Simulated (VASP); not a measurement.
# Co (P6_3/mmc) in VASP: notebook, part 2 of 2

VASP 6.6.1. The steps go on from the part before.

## Step 3: Single point, PBE, collinear spin, ferromagnetic start

INCAR

```
SYSTEM = Co
PREC     = Accurate       ! precision mode
ENCUT    = 600            ! plane-wave cutoff, eV
EDIFF    = 1E-6           ! SCF threshold, eV
ISMEAR   = -1             ! smearing method
SIGMA    = 0.08           ! smearing width, eV
LREAL    = .FALSE.        ! projectors in reciprocal space
LASPH    = .TRUE.         ! aspherical terms in the spheres
NELM     = 200            ! most SCF steps
ALGO     = Normal         ! electronic algorithm
ISIF     = 2              ! what is computed and relaxed
LWAVE    = .FALSE.        ! write WAVECAR
LCHARG   = .TRUE.         ! write CHGCAR
ISPIN    = 2              ! spin polarisation
MAGMOM   = 1.095 1.095    ! initial moments
LORBIT   = 11             ! projections on sites
NUPDOWN  = 2.19           ! fixed moment
LMAXMIX  = 4              ! l up to which the mixer works
GGA      = PE             ! functional
LELF     = .TRUE.         ! ELF
LVHAR    = .TRUE.       
NBANDS   = 20             ! bands
GGA_COMPAT= .FALSE.
```

KPOINTS

```
regular mesh
0
G
  15 15 8
  0 0 0
```

POSCAR

```
Co
1.0
    2.5074000000      0.0000000000      0.0000000000
   -1.2537000000      2.1714720974      0.0000000000
    0.0000000000      0.0000000000      4.0699000000
Co
2
Direct
    0.3333333333      0.6666666667      0.2500000000
    0.6666666667      0.3333333333      0.7500000000
```

Potentials or basis: VASP PAW PBE potentials, release 64 (Co).

The run is started by

```console
cat potpaw_PBE.64/Co/POTCAR > POTCAR
mpirun -np 1 vasp_std > vasp.out
```

OUTCAR:

```text
SYSTEM = Co
   PREC = Accurate
   ENCUT = 600
   EDIFF = 1E-6
   ISMEAR = -1
   LREAL = .FALSE.
   LASPH = .TRUE.
   NELM = 200
   ISIF = 2
   ISPIN = 2
   LORBIT = 11
   NUPDOWN = 2.19
   GGA = PE

 ion  position               nearest neighbor table
   1  0.333  0.667  0.250-   2 2.50   2 2.50   2 2.50   2 2.50   2 2.50   2 2.50
   2  0.667  0.333  0.750-   1 2.50   1 2.50   1 2.50   1 2.50   1 2.50   1 2.50

  LATTYP: Found a hexagonal cell.
 ALAT       =     2.5074000000
 C/A-ratio  =     1.6231554598

  Lattice vectors:

 A1 = (   2.5074000000,   0.0000000000,   0.0000000000)
 A2 = (  -1.2537000000,   2.1714720974,   0.0000000000)
 A3 = (   0.0000000000,   0.0000000000,   4.0699000000)

Analysis of symmetry for initial positions (statically):
=====================================================================
 Subroutine PRICEL returns:
 Original cell was already a primitive cell.

 Routine SETGRP: Setting up the symmetry group for a
 hexagonal supercell.

 Subroutine GETGRP returns: Found 24 space group operations
 (whereof 12 operations were pure point group operations)
 out of a pool of 24 trial point group operations.

The static configuration has the point symmetry D_3d.
 The point group associated with its full space group is D_6h.

Analysis of symmetry for dynamics (positions and initial velocities):
=====================================================================
 Subroutine PRICEL returns:
 Original cell was already a primitive cell.

 Routine SETGRP: Setting up the symmetry group for a
 hexagonal supercell.

 Subroutine GETGRP returns: Found 24 space group operations
 (whereof 12 operations were pure point group operations)
 out of a pool of 24 trial point group operations.

The dynamic configuration has the point symmetry D_3d.
 The point group associated with its full space group is D_6h.

Analysis of structural, dynamic, and magnetic symmetry:
=====================================================================
 Subroutine PRICEL returns:
 Original cell was already a primitive cell.

 Routine SETGRP: Setting up the symmetry group for a
 hexagonal supercell.

[... 145 lines left out ...]
 Free energy of the ion-electron system (eV)
  ---------------------------------------------------
  ext. energy  EPLUGINS =         0.00000000
  ---------------------------------------------------
  free energy    TOTEN  =       -13.89533422 eV

  energy without entropy =      -13.80448283  energy(sigma->0) =      -13.84990853

 E-fermi :   9.9946     XC(G=0): -13.2872

 val. band max:        9.9935227903   @ k =   0.1333   0.1333   0.2500
 cond. band min:       9.5728441062   @ k =   0.3333   0.1333   0.2500
 fundamental gap:     -0.4206786841
 Fermi energy:         9.5724623642

 spin component 1

 k-point     1 :       0.0000    0.0000    0.0000
  band No.  band energies     occupation
      1       1.1962      1.00000
      2       5.0718      1.00000
      3       7.5860      1.00000
      4       7.6311      1.00000
      5       7.6311      1.00000
      6       7.9335      1.00000
[... 541 lines left out ...]
     19      29.0545      0.00000
     20      38.4326      0.00000

 [... further k-points ...]

 spin component 2

 k-point     1 :       0.0000    0.0000    0.0000
  band No.  band energies     occupation
      1       1.1398      1.00000
      2       5.7012      1.00000
      3       8.7081      1.00000
      4       8.7516      1.00000
      5       8.7516      1.00000
      6       9.0910      0.99999
[... 541 lines left out ...]
     19      29.2498      0.00000
     20      38.5813      0.00000

 [... further k-points ...]
[... 5 lines left out ...]
  --------------------------------------------------------------------------------------
  -------------------------------------------------------------------------------------
  Total       -1.3643415     -1.3643415     -1.6894873     -0.0000000      0.0000000      0.0000000
  in kB      -98.6443146    -98.6443146   -122.1529324     -0.0000000      0.0000000      0.0000000
  external PRESSURE =    -106.4805205 kB  Pullay stress =       0.0000000 kB

 VOLUME and BASIS-vectors are now :
 -----------------------------------------------------------------------------
  energy-cutoff  :      600.00
  volume of cell :       22.16
      direct lattice vectors                 reciprocal lattice vectors
     2.507400000  0.000000000  0.000000000     0.398819494  0.230258542  0.000000000
    -1.253700000  2.171472097  0.000000000     0.000000000  0.460517085  0.000000000
     0.000000000  0.000000000  4.069900000     0.000000000  0.000000000  0.245706283

 POSITION                                       TOTAL-FORCE (eV/Angst)
 -----------------------------------------------------------------------------------
     -0.00000      1.44765      1.01747        -0.000000     -0.000000      0.000000
      1.25370      0.72382      3.05242         0.000000      0.000000      0.000000
 -----------------------------------------------------------------------------------
    total drift:                                0.000000      0.000000     -0.000000

  FREE ENERGIE OF THE ION-ELECTRON SYSTEM (eV)
  ---------------------------------------------------
  free  energy   TOTEN  =       -13.8953342180 eV

  energy  without entropy=      -13.8044828324  energy(sigma->0) =      -13.84990853

 total charge

# of ion       s       p       d       tot
------------------------------------------
    1        0.473   0.497   7.264   8.234
    2        0.473   0.497   7.264   8.234
--------------------------------------------------
tot          0.947   0.993  14.528  16.468

 magnetization (x)

# of ion       s       p       d       tot
------------------------------------------
    1       -0.015  -0.048   1.183   1.120
    2       -0.015  -0.048   1.183   1.120
--------------------------------------------------
tot         -0.030  -0.096   2.366   2.239
```

OSZICAR:

```text
N       E                     dE             d eps       ncg     rms          rms(c)
DAV:   1     0.915530355752E+02    0.91553E+02   -0.85598E+03 11304   0.131E+03
DAV:   2    -0.112488666064E+02   -0.10280E+03   -0.93233E+02 10892   0.230E+02
DAV:   3    -0.161828618384E+02   -0.49340E+01   -0.46850E+01 12292   0.600E+01
DAV:   4    -0.162585519820E+02   -0.75690E-01   -0.75616E-01 13060   0.655E+00
DAV:   5    -0.162608079548E+02   -0.22560E-02   -0.22558E-02 12644   0.108E+00    0.145E+01
DAV:   6    -0.144394353208E+02    0.18214E+01   -0.79805E+00 12188   0.588E+01    0.670E+00
DAV:   7    -0.139324038375E+02    0.50703E+00   -0.14019E+00 12320   0.222E+01    0.295E+00
DAV:   8    -0.139077815576E+02    0.24622E-01   -0.14898E-02 15880   0.139E+00    0.131E+00
DAV:   9    -0.138970978060E+02    0.10684E-01   -0.15352E-03 17756   0.705E-01    0.370E-01
DAV:  10    -0.138953187548E+02    0.17791E-02   -0.38173E-04 14540   0.203E-01    0.694E-02
DAV:  11    -0.138953327126E+02   -0.13958E-04   -0.31864E-05 12148   0.560E-02    0.369E-02
DAV:  12    -0.138953353685E+02   -0.26559E-05   -0.91803E-07  9988   0.110E-02    0.131E-02
DAV:  13    -0.138953336023E+02    0.17662E-05   -0.85138E-07  7420   0.124E-02    0.401E-03
DAV:  14    -0.138953342180E+02   -0.61573E-06   -0.44546E-07  5800   0.613E-03
   1 F= -.13895334E+02 E0= -.13849909E+02  d E =-.908514E-01  mag=     2.1900
```

stdout:

```text
POSCAR found type information on POSCAR Co
 POSCAR found :  1 types and       2 ions
 scaLAPACK will be used
 LDA part: xc-table for (Slater+PW92), standard interpolation
 POSCAR, INCAR and KPOINTS ok, starting setup
 FFT: planning ... GRIDC
 FFT: planning ... GRID_SOFT
 FFT: planning ... GRID
 WAVECAR not read
 entering main loop
```

Wall time 81 s (1 thread of Oxide Virtual Turin-like, shared host); peak memory 0.19 GiB.

Results:

```yaml
Free_energy: -13.8953 eV
Pressure: -10.6 GPa
Net_moment: 2.19 μB per cell
Site_moments: Co +1.12 μB
Valence_electrons_inside_the_program's_atomic_spheres: Co 8.23
```

Caveat: the cell stands under tension; the total moment is fixed, so each spin has its own Fermi level and the state may be an excited one.

## Step 4: Single point, PBE, collinear spin, ferromagnetic start

INCAR

```
  PREC = Accurate
  ENCUT = 600
  EDIFF = 1E-6
  ISMEAR = -1
  SIGMA = 0.08
  LREAL = F
  LASPH = T
  NELM = 200
  ALGO = Normal
  ISIF = 2
  LWAVE = F
  LCHARG = F
  ISPIN = 2
  MAGMOM = 1.475 1.475
  LORBIT = 11
  NUPDOWN = 2.95
  LMAXMIX = 4
  GGA = PE
  NBANDS = 20
  GGA_COMPAT = F
```

KPOINTS

```
Automatic mesh
0
Gamma
  15 15 8
```

POSCAR is that of step 3.

The run is started by

```console
cat potpaw_PBE.64/Co/POTCAR > POTCAR
mpirun -np 1 vasp_std > vasp.out
```

It took 74 s on 1 thread of Oxide Virtual Turin-like, shared host; peak memory 0.19 GiB.

The run converged. Its results:

- Free energy: -14.0524 eV
- Pressure: -6.7 GPa
- Net moment: 2.95 μB per cell
- Site moments: Co +1.50 μB
- Valence electrons inside the program's atomic spheres: Co 8.23

Stress tensor (GPa, compression positive):
```
-6.01  0.00  0.00
 0.00 -6.01  0.00
 0.00  0.00 -8.05
```

Caveat: the cell stands under tension; the total moment is fixed, so each spin has its own Fermi level and the state may be an excited one.

## Step 5: Single point, PBE, collinear spin, ferromagnetic start

INCAR

```
ALGO = Normal ; EDIFF = 1E-6
ENCUT = 600 ; GGA = PE
GGA_COMPAT = False ; ISIF = 2
ISMEAR = -1 ; ISPIN = 2
LASPH = True ; LCHARG = True
LELF = True ; LMAXMIX = 4
LORBIT = 11 ; LREAL = False
LVHAR = True ; LWAVE = False
MAGMOM = 1.8 1.8 ; NBANDS = 20
NELM = 200 ; NUPDOWN = 3.6
PREC = Accurate ; SIGMA = 0.08
```

KPOINTS

```
k-points
0
Gamma
  15 15 8
```

POSCAR is that of step 4.

The run is started by

```console
cat potpaw_PBE.64/Co/POTCAR > POTCAR
mpirun -np 1 vasp_std > vasp.out
```

Wall time 64 s (1 thread of Oxide Virtual Turin-like, shared host); peak memory 0.19 GiB.

It converged, with:

| Property | Result |
| --- | --- |
| Free energy | -14.0236 eV |
| Pressure | -1.4 GPa |
| Net moment | 3.60 μB per cell |
| Site moments | Co +1.81 μB |
| Valence electrons inside the program's atomic spheres | Co 8.23 |

Stress tensor (GPa, compression positive):
```
-1.48  0.00  0.00
 0.00 -1.48  0.00
 0.00  0.00 -1.22
```

Caveat: the total moment is fixed, so each spin has its own Fermi level and the state may be an excited one.

## Step 6: Single point, PBE, collinear spin, ferromagnetic start

INCAR

```
SYSTEM = Co
  PREC = Accurate
  ENCUT = 600
  EDIFF = 1E-6
  ISMEAR = -1
  SIGMA = 0.08
  LREAL = .False.
  LASPH = .True.
  NELM = 200
  ALGO = Normal
  ISIF = 2
  LWAVE = .False.
  LCHARG = .False.
  ISPIN = 2
  MAGMOM = 2.045 2.045
  LORBIT = 11
  NUPDOWN = 4.09
  LMAXMIX = 4
  GGA = PE
  NBANDS = 20
  GGA_COMPAT = .False.
```

KPOINTS

```
regular mesh
0
Gamma
  15 15 8
  0 0 0
```

POSCAR is that of step 5.

Potentials or basis: VASP PAW PBE potentials, release 64 (Co).

The run is started by

```console
cat potpaw_PBE.64/Co/POTCAR > POTCAR
mpirun -np 1 vasp_std > vasp.out
```

Wall time 1.7 min (1 thread of Oxide Virtual Turin-like, shared host); peak memory 0.19 GiB.

The run converged. Its results:

```yaml
Free_energy: -13.7791 eV
Pressure: 3.7 GPa
Net_moment: 4.09 μB per cell
Site_moments: Co +2.03 μB
Valence_electrons_inside_the_program's_atomic_spheres: Co 8.22
```

Stress tensor (GPa, compression positive):
```
2.69 0.00 0.00
0.00 2.69 0.00
0.00 0.00 5.72
```

Caveat: the cell stands under pressure; the total moment is fixed, so each spin has its own Fermi level and the state may be an excited one.

## Step 7: Summary

| fixed moment (μB) | pressure (GPa) | moment (μB) |
| --- | --- | --- |
| 1.08 | -14.1 | 1.08 |
| 2.19 | -10.6 | 2.19 |
| 2.95 | -6.7 | 2.95 |
| 3.6 | -1.4 | 3.60 |
| 4.09 | 3.7 | 4.09 |

Alike in all rows: task single point; level PBE; potentials or basis VASP PAW PBE potentials, release 64 (Co); spin collinear, ferromagnetic start; cell as given; k mesh 15 × 15 × 8; cutoff (eV) 600; smearing fermi-dirac 0.08 eV.

Caveats: the total moment is fixed, so each spin has its own Fermi level and the state may be an excited one; the cell stands under tension (at least some runs); the cell stands under pressure (at least some runs).

Total energies depend on the potentials used, so only differences within one code and one set of settings carry meaning.
